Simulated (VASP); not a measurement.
# InSe2 (P4/nmm) in VASP: notebook

The runs below take InSe2 through single point, with PBEsol, LDA, PBE.

Program: VASP 6.6.1. These are calculated values, not measurements. Logs are shortened: lines on timing, memory, paths and dates and some standing lists are left out, and cuts for length are marked.

## Step 1: The cell of the first run

It takes space group P4/nmm (No. 129, tetragonal). Conventional cell: a = 3.895 Å, b = 3.895 Å, c = 9.626 Å, α = 90.00°, β = 90.00°, γ = 90.00°. Within 3.7 Å of In (site symmetry 4mm) lie 9 Se at 2.84 to 3.43 Å. Within 3.7 Å of Se (site symmetry 4mm) lie 5 In at 2.84 to 3.28 Å. Within 3.6 Å of Se (site symmetry -4m2) lie 4 Se at 2.75 Å and 4 In at 3.43 Å.

## Step 2: Single point, PBEsol

INCAR

```
PREC = Accurate
ENCUT = 520
EDIFF = 1E-6
ISMEAR = 0
SIGMA = 0.1
LREAL = F
LASPH = T
NELM = 100
ALGO = Normal
ISIF = 2
LWAVE = F
LCHARG = F
GGA = PS
NBANDS = 34
```

KPOINTS

```
Automatic mesh
0
Gamma
  10 10 4
```

POSCAR

```
InSe2
1.0
    3.8948930000      0.0000000000      0.0000000000
    0.0000000000      3.8948930000      0.0000000000
    0.0000000000      0.0000000000      9.6262310000
In Se
2 4
Direct
    0.0000000000      0.5000000000      0.7064680000
    0.5000000000      0.0000000000      0.2935320000
    0.0000000000      0.5000000000      0.3662120000
    0.5000000000      0.0000000000      0.6337880000
    0.0000000000      0.0000000000      0.0000000000
    0.5000000000      0.5000000000      0.0000000000
```

Potentials or basis: VASP PAW PBE potentials, release 64 (In_d, Se).

Command:

```sh
$ cat potpaw_PBE.64/In_d/POTCAR potpaw_PBE.64/Se/POTCAR > POTCAR
$ mpirun -np 1 vasp_std > vasp.out
```

OUTCAR:

```text
PREC = Accurate
   ENCUT = 520
   EDIFF = 1E-6
   ISMEAR = 0
   LREAL = F
   LASPH = T
   NELM = 100
   ISIF = 2
   GGA = PS

 ion  position               nearest neighbor table
   1  0.000  0.500  0.706-   4 2.84   4 2.84   4 2.84   4 2.84   3 3.28
   2  0.500  0.000  0.294-   3 2.84   3 2.84   3 2.84   3 2.84   4 3.28
   3  0.000  0.500  0.366-   2 2.84   2 2.84   2 2.84   2 2.84   1 3.28
   4  0.500  0.000  0.634-   1 2.84   1 2.84   1 2.84   1 2.84   2 3.28
   5  0.000  0.000  0.000-   6 2.75   6 2.75   6 2.75   6 2.75
   6  0.500  0.500  0.000-   5 2.75   5 2.75   5 2.75   5 2.75

  LATTYP: Found a simple tetragonal cell.
 ALAT       =     3.8948930000
 C/A-ratio  =     2.4715007575

  Lattice vectors:

 A1 = (   3.8948930000,   0.0000000000,   0.0000000000)
 A2 = (   0.0000000000,   3.8948930000,   0.0000000000)
 A3 = (   0.0000000000,   0.0000000000,   9.6262310000)

Analysis of symmetry for initial positions (statically):
=====================================================================
 Subroutine PRICEL returns:
 Original cell was already a primitive cell.

 Routine SETGRP: Setting up the symmetry group for a
 simple tetragonal supercell.

 Subroutine GETGRP returns: Found 16 space group operations
 (whereof  8 operations were pure point group operations)
 out of a pool of 16 trial point group operations.

The static configuration has the point symmetry D_2d.
 The point group associated with its full space group is D_4h.

Analysis of symmetry for dynamics (positions and initial velocities):
=====================================================================
 Subroutine PRICEL returns:
 Original cell was already a primitive cell.

 Routine SETGRP: Setting up the symmetry group for a
 simple tetragonal supercell.

 Subroutine GETGRP returns: Found 16 space group operations
 (whereof  8 operations were pure point group operations)
 out of a pool of 16 trial point group operations.

The dynamic configuration has the point symmetry D_2d.
 The point group associated with its full space group is D_4h.

 Subroutine INISYM returns: Found 16 space group operations
 (whereof  8 operations are pure point group operations),
 and found     1 'primitive' translations

----------------------------------------------------------------------------------------

                                     Primitive cell

  volume of cell :     146.0318

  direct lattice vectors                    reciprocal lattice vectors
     3.894893000  0.000000000  0.000000000     0.256746463  0.000000000  0.000000000
[... 95 lines left out ...]
   LREAL  =      F    real-space projection
   EDIFFG = 0.1E-04   stopping-criterion for IOM
   NSW    =      0    number of steps for IOM
   IBRION =     -1    ionic relax: 0-MD 1-quasi-New 2-CG
   NFREE  =      0    steps in history (QN), initial steepest desc. (CG)
   ISIF   =      2    stress and relaxation
   ISYM   =      2    0-nonsym 1-usesym 2-fastsym
   POTIM  = 0.5000    time-step for ionic-motion
   TEBEG  =    0.0;   TEEND  =   0.0 temperature during run
   PSTRESS=    0.0 pullay stress
   NELECT =      50.0000    total number of electrons
   NUPDOWN=      -1.0000    fix difference up-down
   EMIN   =  10.00;   EMAX   =-10.00  energy-range for DOS
   EFERMI =   0.00;   METHOD = LEGACY
   ISMEAR =     0;   SIGMA  =   0.10  broadening in eV -4-tet -1-fermi 0-gaus
   EFERMI_NEDOS =   21; number of points for ismear=-14 and -15
   IALGO  =     38    algorithm
   IMIX   =      4    mixing-type and parameters
     AMIX     =   0.40;   BMIX     =  1.00
     AMIX_MAG =   1.60;   BMIX_MAG =  1.00
  volume/ion in A,a.u.               =      24.34       164.25
  Fermi-wavevector in a.u.,A,eV,Ry     =   1.145291  2.164286 17.846635  1.311691
  Thomas-Fermi vector in A             =   2.281980
   LORBIT       =      0    0 simple, 1 ext, 2 COOP (PROOUT), +10 PAW based schemes
   GGA     = PS    functional components
   LHFCALC =     F    Hartree Fock is set to
   AEXX    =    0.0000 exact exchange contribution
   IVDW    =     0    specifies the selected vdW correction
   LEPSILON=     F    determine dielectric tensor
   LRPA    =     F    only Hartree local field effects (RPA)
 non-spin polarized calculation
 Gauss-broadening in eV      SIGMA  =   0.10
  energy-cutoff  :      520.00
  volume of cell :      146.03
 maximum number of plane-waves:      3972
 NGX is ok and might be reduce to    30
   NGX = 15   NGY = 15   NGZ = 35

 number of electron      49.9999991 magnetization

 Free energy of the ion-electron system (eV)
  ---------------------------------------------------
  ext. energy  EPLUGINS =         0.00000000
  ---------------------------------------------------
  free energy    TOTEN  =       -22.64964293 eV

  energy without entropy =      -22.63475950  energy(sigma->0) =      -22.64220121

 E-fermi :   4.9089     XC(G=0): -10.0449

 val. band max:        4.8859917906   @ k =   0.1000   0.1000   0.5000
 cond. band min:       4.9096722155   @ k =   0.1000   0.1000   0.2500
 fundamental gap:      0.0236804249
 Fermi energy:         4.9089177989

 k-point     1 :       0.0000    0.0000    0.0000
  band No.  band energies     occupation
      1     -10.2080      2.00000
      2      -9.6654      2.00000
      3      -9.6051      2.00000
      4      -9.4612      2.00000
      5      -9.4579      2.00000
      6      -9.4230      2.00000
[... 877 lines left out ...]
     33      10.4654      0.00000
     34      11.2305      0.00000

 [... further k-points ...]
[... 5 lines left out ...]
  --------------------------------------------------------------------------------------
  -------------------------------------------------------------------------------------
  Total       -3.5093172     -3.5093172     -1.9587617      0.0000000      0.0000000      0.0000000
  in kB      -38.5022286    -38.5022286    -21.4904167      0.0000000      0.0000000      0.0000000
  external PRESSURE =     -32.8316246 kB  Pullay stress =       0.0000000 kB

 VOLUME and BASIS-vectors are now :
 -----------------------------------------------------------------------------
  energy-cutoff  :      520.00
  volume of cell :      146.03
      direct lattice vectors                 reciprocal lattice vectors
     3.894893000  0.000000000  0.000000000     0.256746463  0.000000000  0.000000000
     0.000000000  3.894893000  0.000000000     0.000000000  0.256746463  0.000000000
     0.000000000  0.000000000  9.626231000     0.000000000  0.000000000  0.103882818

 POSITION                                       TOTAL-FORCE (eV/Angst)
 -----------------------------------------------------------------------------------
      0.00000      1.94745      6.80062         0.000000      0.000000     -0.101434
      1.94745      0.00000      2.82561         0.000000      0.000000      0.101434
      0.00000      1.94745      3.52524         0.000000      0.000000     -0.049607
      1.94745      0.00000      6.10099        -0.000000      0.000000      0.049607
      0.00000      0.00000      0.00000         0.000000      0.000000     -0.000000
      1.94745      1.94745      0.00000        -0.000000      0.000000     -0.000000
 -----------------------------------------------------------------------------------
    total drift:                                0.000000      0.000000      0.000000

  FREE ENERGIE OF THE ION-ELECTRON SYSTEM (eV)
  ---------------------------------------------------
  free  energy   TOTEN  =       -22.6496429254 eV

  energy  without entropy=      -22.6347594990  energy(sigma->0) =      -22.64220121
```

OSZICAR:

```text
N       E                     dE             d eps       ncg     rms          rms(c)
DAV:   1     0.446778584625E+03    0.44678E+03   -0.22100E+04  4286   0.160E+03
DAV:   2     0.374914846315E+02   -0.40929E+03   -0.39099E+03  4404   0.394E+02
DAV:   3    -0.198869710422E+02   -0.57378E+02   -0.54651E+02  5448   0.150E+02
DAV:   4    -0.230898807807E+02   -0.32029E+01   -0.31543E+01  5142   0.338E+01
DAV:   5    -0.232023062022E+02   -0.11243E+00   -0.11215E+00  5910   0.687E+00    0.711E+00
DAV:   6    -0.226862313746E+02    0.51607E+00   -0.70091E-01  5884   0.147E+01    0.418E+00
DAV:   7    -0.226564522159E+02    0.29779E-01   -0.43058E-01  6120   0.538E+00    0.116E+00
DAV:   8    -0.226502487516E+02    0.62035E-02   -0.53163E-02  6196   0.247E+00    0.592E-01
DAV:   9    -0.226497678904E+02    0.48086E-03   -0.70853E-03  5868   0.536E-01    0.212E-01
DAV:  10    -0.226496628020E+02    0.10509E-03   -0.14655E-03  5958   0.476E-01    0.882E-02
DAV:  11    -0.226496411977E+02    0.21604E-04   -0.20357E-04  5916   0.188E-01    0.197E-02
DAV:  12    -0.226496435421E+02   -0.23444E-05   -0.36243E-05  4946   0.320E-02    0.144E-02
DAV:  13    -0.226496429254E+02    0.61678E-06   -0.32919E-06  4274   0.101E-02
   1 F= -.22649643E+02 E0= -.22642201E+02  d E =-.148834E-01
```

It took 8.4 min on 1 thread of AMD EPYC 9R45, shared host; peak memory 0.37 GiB.

What came out:

```yaml
Free_energy: -22.6496 eV
Pressure: -3.3 GPa
Largest_force: 0.101 eV/Å
Band_gap_on_the_k_mesh: zero (band 25 reaches 5.60 eV, above the bottom of band 26 at 3.50 eV)
```

Forces on the atoms (eV/Å):
```
In   0.000  0.000 -0.101
In   0.000  0.000  0.101
Se   0.000  0.000 -0.050
Se   0.000  0.000  0.050
Se   0.000  0.000  0.000
Se   0.000  0.000  0.000
```

Stress tensor (GPa, compression positive):
```
-3.85  0.00  0.00
 0.00 -3.85  0.00
 0.00  0.00 -2.15
```

Levels at points of the mesh, in eV from the Fermi level:
| k point | band 21 | band 22 | band 23 | band 24 | band 25 | band 26 | band 27 | band 28 | band 29 | band 30 |
| --- | --- | --- | --- | --- | --- | --- | --- | --- | --- | --- |
| (0.00, 0.00, 0.00) | -2.32 | -2.03 | -1.67 | -1.67 | 0.23 | 0.60 | 2.84 | 2.84 | 3.27 | 4.35 |
| (0.50, 0.00, 0.00) | -1.85 | -1.85 | -1.29 | -1.29 | -0.92 | -0.92 | 1.72 | 1.72 | 3.05 | 3.05 |
| (0.50, 0.50, 0.00) | -3.58 | -3.58 | -1.49 | -1.49 | -1.02 | -1.02 | 2.66 | 2.66 | 3.89 | 3.89 |
| (0.00, 0.00, 0.50) | -2.39 | -1.60 | -1.60 | -1.18 | 0.23 | 0.64 | 2.03 | 2.84 | 2.84 | 3.49 |
| (0.50, 0.00, 0.50) | -1.63 | -1.63 | -0.93 | -0.93 | -0.93 | -0.93 | 1.15 | 1.15 | 3.43 | 3.43 |
| (0.50, 0.50, 0.50) | -3.42 | -3.42 | -1.74 | -1.74 | -1.40 | -1.40 | 3.50 | 3.50 | 4.47 | 4.47 |

Caveat: the PAW data sets were made with another functional, which shifts forces and pressure a little; spin-orbit coupling is left out, which moves the levels of the heavy elements.

## Step 3: Single point, LDA

INCAR

```
SYSTEM = InSe2
  ALGO = Normal
  EDIFF = 1E-6
  ENCUT = 520
  ISIF = 2
  ISMEAR = 0
  LASPH = .TRUE.
  LCHARG = .FALSE.
  LREAL = .FALSE.
  LWAVE = .FALSE.
  NBANDS = 34
  NELM = 100
  PREC = Accurate
  SIGMA = 0.1
```

KPOINTS

```
k-points
0
G
  10 10 4
  0 0 0
```

POSCAR is that of step 2.

Potentials or basis: VASP PAW LDA potentials, release 64 (In_d, Se).

Command:

```sh
$ cat potpaw_LDA.64/In_d/POTCAR potpaw_LDA.64/Se/POTCAR > POTCAR
$ mpirun -np 1 vasp_std > vasp.out
```

It took 7.6 min on 1 thread of AMD EPYC 9R45, shared host; peak memory 0.34 GiB.

It converged, with:

- Free energy: -24.2671 eV
- Pressure: -4.8 GPa
- Largest force: 0.174 eV/Å
- Band gap on the k mesh: zero (band 25 reaches 5.59 eV, above the bottom of band 26 at 3.55 eV)

Forces on the atoms (eV/Å):
```
In   0.000  0.000 -0.174
In   0.000  0.000  0.174
Se   0.000  0.000 -0.074
Se   0.000  0.000  0.074
Se   0.000  0.000  0.000
Se   0.000  0.000  0.000
```

Stress tensor (GPa, compression positive):
```
-5.65  0.00  0.00
 0.00 -5.65  0.00
 0.00  0.00 -3.19
```

Levels at points of the mesh, in eV from the Fermi level:
| k point | band 23 | band 24 | band 25 | band 26 | band 27 | band 28 |
| --- | --- | --- | --- | --- | --- | --- |
| (0.00, 0.00, 0.00) | -1.63 | -1.63 | 0.26 | 0.61 | 2.81 | 2.81 |
| (0.50, 0.00, 0.00) | -1.27 | -1.27 | -0.87 | -0.87 | 1.70 | 1.70 |
| (0.50, 0.50, 0.00) | -1.45 | -1.45 | -0.99 | -0.99 | 2.67 | 2.67 |
| (0.00, 0.00, 0.50) | -1.56 | -1.21 | 0.26 | 0.66 | 2.03 | 2.81 |
| (0.50, 0.00, 0.50) | -0.89 | -0.89 | -0.88 | -0.88 | 1.14 | 1.14 |
| (0.50, 0.50, 0.50) | -1.70 | -1.70 | -1.37 | -1.37 | 3.49 | 3.49 |

Caveat: spin-orbit coupling is left out, which moves the levels of the heavy elements.

## Step 4: Single point, PBE

INCAR

```
SYSTEM = InSe2
PREC = Accurate
ENCUT = 520
EDIFF = 1E-6
ISMEAR = 0
SIGMA = 0.1
LREAL = .False.
LASPH = .True.
NELM = 60
ALGO = Normal
ISIF = 2
LWAVE = .False.
LCHARG = .False.
GGA = PE
NBANDS = 34
```

KPOINTS

```
regular mesh
0
Gamma
  10 10 4
  0 0 0
```

POSCAR is that of step 3.

Potentials or basis: VASP PAW PBE potentials, release 64 (In_d, Se).

Command:

```sh
$ cat potpaw_PBE.64/In_d/POTCAR potpaw_PBE.64/Se/POTCAR > POTCAR
$ mpirun -np 1 vasp_std > vasp.out
```

Wall time 8.1 min (1 thread of AMD EPYC 9R45, shared host); peak memory 0.38 GiB.

It converged, with:

- Free energy: -20.2840 eV
- Pressure: -0.1 GPa
- Largest force: 0.055 eV/Å
- Band gap on the k mesh: zero (band 25 reaches 5.76 eV, above the bottom of band 26 at 3.65 eV)

Forces on the atoms (eV/Å):
```
In   0.000  0.000 -0.055
In   0.000  0.000  0.055
Se   0.000  0.000 -0.026
Se   0.000  0.000  0.026
Se   0.000  0.000  0.000
Se   0.000  0.000  0.000
```

Stress tensor (GPa, compression positive):
```
-0.36  0.00  0.00
 0.00 -0.36  0.00
 0.00  0.00  0.47
```

Levels at points of the mesh, in eV from the Fermi level:
```tsv
k point	band 22	band 23	band 24	band 25	band 26	band 27	band 28	band 29
(0.00, 0.00, 0.00)	-2.00	-1.70	-1.70	0.21	0.59	2.84	2.84	3.34
(0.50, 0.00, 0.00)	-1.85	-1.28	-1.28	-0.95	-0.95	1.72	1.72	3.11
(0.50, 0.50, 0.00)	-3.55	-1.51	-1.51	-1.04	-1.04	2.73	2.73	3.95
(0.00, 0.00, 0.50)	-1.63	-1.63	-1.16	0.21	0.64	2.08	2.84	2.84
(0.50, 0.00, 0.50)	-1.62	-0.96	-0.96	-0.96	-0.96	1.18	1.18	3.46
(0.50, 0.50, 0.50)	-3.40	-1.75	-1.75	-1.41	-1.41	3.54	3.54	4.46
```

Caveat: spin-orbit coupling is left out, which moves the levels of the heavy elements.

## Step 5: Overview

| level | potentials or basis | gap on the mesh (eV) | pressure (GPa) | largest force (eV/Å) |
| --- | --- | --- | --- | --- |
| PBEsol | VASP PAW PBE potentials, release 64 (In_d, Se) | none | -3.3 | 0.10 |
| LDA | VASP PAW LDA potentials, release 64 (In_d, Se) | none | -4.8 | 0.17 |
| PBE | VASP PAW PBE potentials, release 64 (In_d, Se) | none | -0.1 | 0.05 |

Alike in all rows: task single point; no spin polarisation; cell as given; k mesh 10 × 10 × 4; cutoff (eV) 520; smearing gaussian 0.1 eV.

Caveats: spin-orbit coupling is left out, which moves the levels of the heavy elements; the PAW data sets were made with another functional, which shifts forces and pressure a little (some runs).

Absolute energies hang on the potentials; compare differences alone.
